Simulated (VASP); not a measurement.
Here is a VASP 6.6.1 calculation.

The input INCAR:

```
SYSTEM = Mg
ALGO     = Normal         ! electronic algorithm
EDIFF    = 1E-8           ! SCF threshold, eV
ENCUT    = 520            ! plane-wave cutoff, eV
GGA      = CA             ! functional
ISIF     = 2              ! what is computed and relaxed
ISMEAR   = -1             ! smearing method
LASPH    = .TRUE.         ! aspherical terms in the spheres
LCHARG   = .FALSE.        ! write CHGCAR
LEFG     = .TRUE.       
LREAL    = .FALSE.        ! projectors in reciprocal space
LWAVE    = .FALSE.        ! write WAVECAR
NBANDS   = 7              ! bands
NELM     = 80             ! most SCF steps
PREC     = Accurate       ! precision mode
SIGMA    = 0.03           ! smearing width, eV
```

File KPOINTS:

```
k-points
0
G
  19 19 19
  0 0 0
```

Contents of POSCAR:

```
Mg
1.0
   -1.4765000000      1.4765000000      1.4912650000
    1.4765000000     -1.4765000000      1.4912650000
    1.4765000000      1.4765000000     -1.4912650000
Mg
1
Direct
    0.0000000000      0.0000000000      0.0000000000
```

Potentials or basis: VASP PAW LDA potentials, release 64 (Mg).

The run is started by

```sh
$ cat potpaw_LDA.64/Mg/POTCAR > POTCAR
$ mpirun -np 1 vasp_std > vasp.out
```

Task: Estimate the band gap on the k mesh.

Result: Zero (band 1 reaches 9.71 eV, above the bottom of band 2 at 5.39 eV).

Task: Predict the pressure.

Result: 53.7 GPa.

Caveat: the cell differs from its parent crystal (zz strain of +1 %); without QUAD_EFG the Cq values of the log hold for a quadrupole moment of 1 mb, not for the nuclei.
